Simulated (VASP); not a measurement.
Rh, 2 atoms in the cell. The typed cell holds 2 atoms: a = 2.689 Å, b = 2.689 Å, c = 4.329 Å, α = 90.00°, β = 90.00°, γ = 120.00°. 

| Property | Result |
| --- | --- |
| Program | VASP 6.6.1 |
| Task | relaxation of cell and atoms |
| Functional | PBEsol |
| Potentials or basis | VASP PAW PBE potentials, release 64 (Rh_pv) |
| Cutoff | 600 eV |
| k mesh | 12 × 12 × 8 |
| Occupations | gaussian, width 0.15 eV |
| Spin | no spin polarisation |
| Dipole correction | no |
| Further INCAR settings | ALGO = Fast; EDIFF = 1e-06; IBRION = 2; EDIFFG = -0.01; NSW = 100; ISIF = 3 |

Potentials or basis: VASP PAW PBE potentials, release 64 (Rh_pv).

Command:

```bash
$ cat potpaw_PBE.64/Rh_pv/POTCAR > POTCAR
$ mpirun -np 1 vasp_std > vasp.out
```

Hardware: 1 thread of Intel(R) Xeon(R) 6975P-C (Granite Rapids), with other jobs on the host.

Problem. How long does it take, and how much memory?

Solution. It took 14 min on 1 thread of Intel(R) Xeon(R) 6975P-C (Granite Rapids), on a shared host, peak memory 0.43 GiB. Counts: scf iterations 98, k points 580, ion steps 15.
